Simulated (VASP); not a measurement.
Here is a VASP 6.6.1 calculation.

Contents of INCAR:

```
ALGO = Normal
EDIFF = 1E-6
ENCUT = 520
GGA = CA
ISIF = 2
ISMEAR = -1
LASPH = True
LCHARG = False
LREAL = False
LWAVE = False
NBANDS = 21
NELM = 80
PREC = Accurate
SIGMA = 0.1
```

KPOINTS

```
k-points
0
Gamma
  16 16 8
```

The input POSCAR:

```
Mo
1.0
   -1.8091453366      1.8089993864      1.2492578487
    1.8089993864     -1.8091453366      1.2492578487
    2.9808115989      2.9808115989     -1.2495251569
Mo
2
Direct
    0.9999662344      0.0000337656      0.0000000000
    0.7500337656      0.2499662344      0.5000000000
```

Potentials or basis: VASP PAW LDA potentials, release 64 (Mo_sv).

Command:

```sh
$ cat potpaw_LDA.64/Mo_sv/POTCAR > POTCAR
$ mpirun -np 1 vasp_std > vasp.out
```

**Question.** What does it give for the largest force?

**Answer.** 0.006 eV/Å.

**Question.** What does it give for the pressure?

**Answer.** 47.0 GPa.

Forces on the atoms (eV/Å):
```
Mo  -0.004  0.004  0.000
Mo   0.004 -0.004  0.000
```

Caveat: the cell stands under pressure.
